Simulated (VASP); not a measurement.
Here is a VASP 6.6.1 calculation.

POSCAR

```
Sb
1.0
    3.1600000000      0.0000000000      0.0000000000
    0.0000000000      3.1600000000      0.0000000000
    0.0000000000      0.0000000000      3.1600000000
Sb
1
Direct
    0.0000000000      0.0000000000      0.0000000000
```

The input INCAR.step1:

```
SYSTEM = Sb
PREC     = Accurate       ! precision mode
ENCUT    = 600            ! plane-wave cutoff, eV
ISMEAR   = 0              ! smearing method
SIGMA    = 0.1            ! smearing width, eV
LREAL    = .FALSE.        ! projectors in reciprocal space
LASPH    = .TRUE.         ! aspherical terms in the spheres
NELM     = 60             ! most SCF steps
GGA      = PE             ! functional
ALGO     = Normal         ! electronic algorithm
EDIFF    = 1E-4           ! SCF threshold, eV
LWAVE    = .TRUE.         ! write WAVECAR
LCHARG   = .FALSE.        ! write CHGCAR
```

The input INCAR.step2:

```
SYSTEM = Sb
PREC     = Accurate       ! precision mode
ENCUT    = 600            ! plane-wave cutoff, eV
EDIFF    = 1E-7           ! SCF threshold, eV
ISMEAR   = 0              ! smearing method
SIGMA    = 0.1            ! smearing width, eV
LREAL    = .FALSE.        ! projectors in reciprocal space
LASPH    = .TRUE.         ! aspherical terms in the spheres
NELM     = 60             ! most SCF steps
ALGO     = Normal         ! electronic algorithm
ISIF     = 3              ! what is computed and relaxed
LWAVE    = .FALSE.        ! write WAVECAR
LCHARG   = .FALSE.        ! write CHGCAR
METAGGA  = R2SCAN         ! meta-GGA
LMIXTAU  = .TRUE.       
IBRION   = 2              ! ionic algorithm
NSW      = 80             ! ionic steps
EDIFFG   = -0.02          ! ionic threshold
ISTART   = 1
```

The input KPOINTS:

```
regular mesh
0
G
  14 14 14
  0 0 0
```

Potentials or basis: VASP PAW PBE potentials, release 64 (Sb).

Launch:

```console
$ cat potpaw_PBE.64/Sb/POTCAR > POTCAR
$ cp INCAR.step1 INCAR
$ mpirun -np 1 vasp_std > vasp.out
$ cp INCAR.step2 INCAR
$ mpirun -np 1 vasp_std > vasp.out
```

Estimate the relaxed cell.

a = 3.088 Å, b = 3.088 Å, c = 3.088 Å, α = 90.00°, β = 90.00°, γ = 90.00°.

What does it give for the band gap on the k mesh?

Zero (an odd number of electrons rules out a gap without spin polarisation).

What does it give for the relaxed volume?

29.44 Å³/atom.

Predict the space group after relaxing (to 0.1 Å).

Pm-3m (No. 221).

The path:
```tsv
step	energy change (eV)	largest force (eV/Å)	pressure (GPa)	volume (Å³)
1	0.0000	0.0000	-3.53	31.55
2	-0.0187	0.0000	2.11	28.48
3	-0.0248	0.0000	0.00	29.44
```

Caveat: the PAW data sets were made with another functional, which shifts forces and pressure a little; spin-orbit coupling is left out, which moves the levels of the heavy elements; an odd number of electrons without spin polarisation forces a metal; a magnetic or distorted state may lie lower.
